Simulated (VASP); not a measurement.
A run of VASP 6.6.1 is set up as follows.

Contents of INCAR:

```
SYSTEM = Sn
PREC = Accurate
ENCUT = 520
EDIFF = 1E-6
ISMEAR = -1
SIGMA = 0.2
LREAL = .False.
LASPH = .True.
NELM = 100
ALGO = Normal
ISIF = 2
LWAVE = .False.
LCHARG = .True.
GGA = CA
LELF = .True.
LVHAR = .True.
NBANDS = 21
```

File KPOINTS:

```
regular mesh
0
Gamma
  9 9 9
  0 0 0
```

The input POSCAR:

```
Sn
1.0
    0.0000000000      3.2380799619      3.2380799619
    3.2380799619      0.0000000000      3.2380799619
    3.2380799619      3.2380799619      0.0000000000
Sn
2
Direct
    0.5000000000      0.5000000000      0.5000000000
    0.7500000000      0.7500000000      0.7500000000
```

Potentials or basis: VASP PAW LDA potentials, release 64 (Sn_d).

The run is started by

```sh
$ cat potpaw_LDA.64/Sn_d/POTCAR > POTCAR
$ mpirun -np 1 vasp_std > vasp.out
```

Estimate the pressure.

0.1 GPa.

Predict the band gap on the k mesh.

zero (band 14 reaches 5.52 eV, above the bottom of band 15 at 5.36 eV).

Caveat: spin-orbit coupling is left out, which moves the levels of the heavy elements.
